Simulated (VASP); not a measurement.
# Hf2H (P-3m1) in VASP: further runs

Hf2H is run at these levels: PBE; tasks: single point, relaxation of cell and atoms.

Program: VASP 6.6.1. These are calculated values, not measurements. Logs are shortened: lines on timing, memory, paths and dates and some standing lists are left out, and cuts for length are marked.

## 1. The cell of the first run

It takes space group P-3m1 (No. 164, trigonal). Conventional cell: a = 3.013 Å, b = 3.013 Å, c = 4.845 Å, α = 90.00°, β = 90.00°, γ = 120.00°. Hf (site symmetry 3m) has 3 H at 2.12 Å within 2.8 Å. Within 2.8 Å of H (site symmetry -3m) lie 6 Hf at 2.12 Å.

## 2. Single point, PBE

INCAR reads:

```
SYSTEM = Hf2H
PREC = Accurate ; ENCUT = 520
EDIFF = 1E-6 ; ISMEAR = 0
SIGMA = 0.1 ; LREAL = .FALSE.
LASPH = .TRUE. ; NELM = 100
ALGO = Normal ; ISIF = 2
LWAVE = .FALSE. ; LCHARG = .FALSE.
GGA = PE ; NBANDS = 18
```

KPOINTS reads:

```
Automatic mesh
0
G
  6 6 4
  0 0 0
```

POSCAR reads:

```
Hf2H
1.0
    3.0125252900      0.0000000000      0.0000000000
   -1.5062626500      2.6089234300      0.0000000000
    0.0000000000      0.0000000000      4.8453409900
Hf H
2 1
Direct
    0.3333333300      0.6666666700      0.2500000000
    0.6666666700      0.3333333300      0.7500000000
    0.0000000000      0.0000000000      0.0000000000
```

Potentials or basis: VASP PAW PBE potentials, release 64 (Hf_pv, H).

Started as:

```console
cat potpaw_PBE.64/Hf_pv/POTCAR potpaw_PBE.64/H/POTCAR > POTCAR
mpirun -np 1 vasp_std > vasp.out
```

OUTCAR:

```text
SYSTEM = Hf2H
   PREC = Accurate
   ENCUT = 520
   EDIFF = 1E-6
   ISMEAR = 0
   LREAL = .FALSE.
   LASPH = .TRUE.
   NELM = 100
   ISIF = 2
   GGA = PE

 ion  position               nearest neighbor table
   1  0.333  0.667  0.250-   3 2.12   3 2.12   3 2.12   2 2.98   2 2.98   2 2.98   2 2.98   2 2.98
                             2 2.98
   2  0.667  0.333  0.750-   3 2.12   3 2.12   3 2.12   1 2.98   1 2.98   1 2.98   1 2.98   1 2.98
                             1 2.98
   3  0.000  0.000  0.000-   1 2.12   2 2.12   2 2.12   1 2.12   2 2.12   1 2.12

  LATTYP: Found a hexagonal cell.
 ALAT       =     3.0125252900
 C/A-ratio  =     1.6083984443

  Lattice vectors:

 A1 = (   3.0125252900,   0.0000000000,   0.0000000000)
 A2 = (  -1.5062626500,   2.6089234300,   0.0000000000)
 A3 = (   0.0000000000,   0.0000000000,   4.8453409900)

Analysis of symmetry for initial positions (statically):
=====================================================================
 Subroutine PRICEL returns:
 Original cell was already a primitive cell.

 Routine SETGRP: Setting up the symmetry group for a
 hexagonal supercell.

 Subroutine GETGRP returns: Found 12 space group operations
 (whereof 12 operations were pure point group operations)
 out of a pool of 24 trial point group operations.

The static configuration has the point symmetry D_3d.

Analysis of symmetry for dynamics (positions and initial velocities):
=====================================================================
 Subroutine PRICEL returns:
 Original cell was already a primitive cell.

 Routine SETGRP: Setting up the symmetry group for a
 hexagonal supercell.

 Subroutine GETGRP returns: Found 12 space group operations
 (whereof 12 operations were pure point group operations)
 out of a pool of 24 trial point group operations.

The dynamic configuration has the point symmetry D_3d.

 Subroutine INISYM returns: Found 12 space group operations
 (whereof 12 operations are pure point group operations),
 and found     1 'primitive' translations

----------------------------------------------------------------------------------------

                                     Primitive cell

  volume of cell :      38.0817

  direct lattice vectors                    reciprocal lattice vectors
     3.012525290  0.000000000  0.000000000     0.331947421  0.191649933  0.000000000
    -1.506262650  2.608923430  0.000000000     0.000000000  0.383299866  0.000000000
     0.000000000  0.000000000  4.845340990     0.000000000  0.000000000  0.206383824

  length of vectors
     3.012525290  3.012525292  4.845340990     0.383299866  0.383299866  0.206383824

[... 84 lines left out ...]
   NSW    =      0    number of steps for IOM
   IBRION =     -1    ionic relax: 0-MD 1-quasi-New 2-CG
   NFREE  =      0    steps in history (QN), initial steepest desc. (CG)
   ISIF   =      2    stress and relaxation
   ISYM   =      2    0-nonsym 1-usesym 2-fastsym
   POTIM  = 0.5000    time-step for ionic-motion
   TEBEG  =    0.0;   TEEND  =   0.0 temperature during run
   PSTRESS=    0.0 pullay stress
   NELECT =      21.0000    total number of electrons
   NUPDOWN=      -1.0000    fix difference up-down
   EMIN   =  10.00;   EMAX   =-10.00  energy-range for DOS
   EFERMI =   0.00;   METHOD = LEGACY
   ISMEAR =     0;   SIGMA  =   0.10  broadening in eV -4-tet -1-fermi 0-gaus
   EFERMI_NEDOS =   21; number of points for ismear=-14 and -15
   IALGO  =     38    algorithm
   IMIX   =      4    mixing-type and parameters
     AMIX     =   0.40;   BMIX     =  1.00
     AMIX_MAG =   1.60;   BMIX_MAG =  1.00
  volume/ion in A,a.u.               =      12.69        85.66
  Fermi-wavevector in a.u.,A,eV,Ry     =   1.342484  2.536927 24.521283  1.802263
  Thomas-Fermi vector in A             =   2.470634
   LORBIT       =      0    0 simple, 1 ext, 2 COOP (PROOUT), +10 PAW based schemes
   GGA     = PE    functional components
   LHFCALC =     F    Hartree Fock is set to
   AEXX    =    0.0000 exact exchange contribution
   IVDW    =     0    specifies the selected vdW correction
   LEPSILON=     F    determine dielectric tensor
   LRPA    =     F    only Hartree local field effects (RPA)
 non-spin polarized calculation
 Gauss-broadening in eV      SIGMA  =   0.10
  energy-cutoff  :      520.00
  volume of cell :       38.08
 maximum number of plane-waves:      1041
 NGX is ok and might be reduce to    24
   NGX = 11   NGY = 11   NGZ = 19

 number of electron      21.0000000 magnetization

 Free energy of the ion-electron system (eV)
  ---------------------------------------------------
  ext. energy  EPLUGINS =         0.00000000
  ---------------------------------------------------
  free energy    TOTEN  =       -22.74084841 eV

  energy without entropy =      -22.72175673  energy(sigma->0) =      -22.73130257

 E-fermi :   6.5515     XC(G=0): -12.3106

 val. band max:        6.5433571266   @ k =   0.5000   0.0000   0.5000
 cond. band min:       6.5613458364   @ k =   0.3333   0.1667   0.0000
 fundamental gap:      0.0179887098
 Fermi energy:         6.5515129143

 k-point     1 :       0.0000    0.0000    0.0000
  band No.  band energies     occupation
      1     -24.4952      2.00000
      2     -23.2388      2.00000
      3     -23.2388      2.00000
      4     -23.0474      2.00000
      5     -23.0474      2.00000
      6     -23.0137      2.00000
[... 481 lines left out ...]
      5     -23.2611      2.00000
      6     -23.2611      2.00000
[... 10 lines left out ...]
     17      16.3733      0.00000
     18      16.3738      0.00000

------------------------ aborting loop because EDIFF is reached ----------------------------------------

  FORCE on cell =-STRESS in cart. coord.  units (eV):
  Direction    XX          YY          ZZ          XY          YZ          ZX
  --------------------------------------------------------------------------------------
  -------------------------------------------------------------------------------------
  Total        7.4891558      7.4891558      8.2681732     -0.0000000     -0.0000000      0.0000000
  in kB      315.0845208    315.0845207    347.8594207     -0.0000006     -0.0000000      0.0000000
  external PRESSURE =     326.0094874 kB  Pullay stress =       0.0000000 kB

 VOLUME and BASIS-vectors are now :
 -----------------------------------------------------------------------------
  energy-cutoff  :      520.00
  volume of cell :       38.08
      direct lattice vectors                 reciprocal lattice vectors
     3.012525290  0.000000000  0.000000000     0.331947421  0.191649933  0.000000000
    -1.506262650  2.608923430  0.000000000     0.000000000  0.383299866  0.000000000
     0.000000000  0.000000000  4.845340990     0.000000000  0.000000000  0.206383824

 POSITION                                       TOTAL-FORCE (eV/Angst)
 -----------------------------------------------------------------------------------
     -0.00000      1.73928      1.21134         0.000000     -0.000000      0.993231
      1.50626      0.86964      3.63401        -0.000000      0.000000     -0.993231
      0.00000      0.00000      0.00000         0.000000      0.000000      0.000000
 -----------------------------------------------------------------------------------
    total drift:                                0.000000      0.000000     -0.000000

  FREE ENERGIE OF THE ION-ELECTRON SYSTEM (eV)
  ---------------------------------------------------
  free  energy   TOTEN  =       -22.7408484051 eV

  energy  without entropy=      -22.7217567288  energy(sigma->0) =      -22.73130257
```

OSZICAR:

```text
N       E                     dE             d eps       ncg     rms          rms(c)
DAV:   1     0.510032167162E+02    0.51003E+02   -0.11297E+04   864   0.109E+03
DAV:   2    -0.215161266318E+02   -0.72519E+02   -0.70714E+02  1088   0.254E+02
DAV:   3    -0.235879748612E+02   -0.20718E+01   -0.20464E+01  1032   0.278E+01
DAV:   4    -0.236017847819E+02   -0.13810E-01   -0.13776E-01  1176   0.262E+00
DAV:   5    -0.236018508209E+02   -0.66039E-04   -0.66037E-04  1044   0.172E-01    0.766E+01
DAV:   6    -0.229374282529E+02    0.66442E+00   -0.63924E-01   992   0.500E+00    0.466E+01
DAV:   7    -0.227650344400E+02    0.17239E+00   -0.98248E-01  1054   0.609E+00    0.277E+00
DAV:   8    -0.227435270622E+02    0.21507E-01   -0.55703E-02  1028   0.160E+00    0.114E+00
DAV:   9    -0.227409329819E+02    0.25941E-02   -0.18330E-02  1036   0.795E-01    0.523E-01
DAV:  10    -0.227408393830E+02    0.93599E-04   -0.92658E-04  1020   0.194E-01    0.228E-01
DAV:  11    -0.227408474486E+02   -0.80656E-05   -0.28118E-05  1068   0.359E-02    0.450E-02
DAV:  12    -0.227408484051E+02   -0.95654E-06   -0.50033E-06  1042   0.137E-02
   1 F= -.22740848E+02 E0= -.22731303E+02  d E =-.190917E-01
```

stdout:

```text
POSCAR found type information on POSCAR HfH
 POSCAR found :  2 types and       3 ions
 scaLAPACK will be used
 LDA part: xc-table for (Slater+PW92), standard interpolation
 POSCAR, INCAR and KPOINTS ok, starting setup
 FFT: planning ... GRIDC
 FFT: planning ... GRID_SOFT
 FFT: planning ... GRID
 WAVECAR not read
 entering main loop
```

Wall time 12 s (1 thread of Intel Xeon Platinum 8488C (Sapphire Rapids), shared host); peak memory 0.16 GiB.

Results:

| Item | Value |
| --- | --- |
| Free energy | -22.7408 eV |
| Pressure | 32.6 GPa |
| Largest force | 0.993 eV/Å |

Forces in eV/Å, atoms in the order of the input:
```
Hf   0.000  0.000  0.993
Hf   0.000  0.000 -0.993
H    0.000  0.000  0.000
```

Levels at points of the mesh, in eV from the Fermi level:
```tsv
k point	band 8	band 9	band 10	band 11	band 12	band 13
(0.00, 0.00, 0.00)	-4.60	-1.72	0.86	0.86	1.20	2.02
(0.50, 0.00, 0.00)	-3.95	-3.29	-1.05	0.46	0.57	1.61
(0.00, 0.00, 0.50)	-5.83	-0.88	-0.11	0.68	0.68	1.00
(0.50, 0.00, 0.50)	-4.26	-1.68	-1.54	-0.01	1.43	2.39
```

Caveat: the k points lie up to 0.40 Å⁻¹ apart; spin-orbit coupling is left out, which moves the levels of the heavy elements.

(Continued in part 2 of 3.)
